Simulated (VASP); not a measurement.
A run of VASP 6.6.1:

File POSCAR:

```
Mo
1.0
    2.5569173917      0.0000000000      0.0000000000
    0.0000000000      2.5569173917      0.0000000000
    0.0000000000      0.0000000000      2.5569173917
Mo
1
Direct
    0.0000000000      0.0000000000      0.0000000000
```

INCAR.step1

```
PREC     = Accurate       # precision mode
ENCUT    = 550            # plane-wave cutoff, eV
ISMEAR   = -1             # smearing method
SIGMA    = 0.1            # smearing width, eV
LREAL    = False          # projectors in reciprocal space
LASPH    = True           # aspherical terms in the spheres
NELM     = 120            # most SCF steps
NBANDS   = 13             # bands
GGA      = PE             # functional
ALGO     = Normal         # electronic algorithm
EDIFF    = 1E-5           # SCF threshold, eV
LWAVE    = True           # write WAVECAR
LCHARG   = False          # write CHGCAR
GGA_COMPAT= False
```

File INCAR.step2:

```
PREC     = Accurate       # precision mode
ENCUT    = 550            # plane-wave cutoff, eV
EDIFF    = 1E-6           # SCF threshold, eV
ISMEAR   = -1             # smearing method
SIGMA    = 0.1            # smearing width, eV
LREAL    = False          # projectors in reciprocal space
LASPH    = True           # aspherical terms in the spheres
NELM     = 120            # most SCF steps
ALGO     = Normal         # electronic algorithm
ISIF     = 2              # what is computed and relaxed
LWAVE    = False          # write WAVECAR
LCHARG   = False          # write CHGCAR
METAGGA  = R2SCAN         # meta-GGA
LMIXTAU  = True         
NBANDS   = 13             # bands
ISTART   = 1            
GGA_COMPAT= False
```

KPOINTS

```
Automatic mesh
0
Gamma
  14 14 14
```

Potentials or basis: VASP PAW PBE potentials, release 64 (Mo_sv).

Run with:

```bash
$ cat potpaw_PBE.64/Mo_sv/POTCAR > POTCAR
$ cp INCAR.step1 INCAR
$ mpirun -np 1 vasp_std > vasp.out
$ cp INCAR.step2 INCAR
$ mpirun -np 1 vasp_std > vasp.out
```

Hardware: 1 thread of Intel(R) Xeon(R) 6975P-C (Granite Rapids), on a shared host.

Problem. How long does it take, and how much memory?

Solution. Wall time 43 s on 1 thread of Intel(R) Xeon(R) 6975P-C (Granite Rapids) (shared host), peak memory 0.14 GiB. Counts: k points 120.
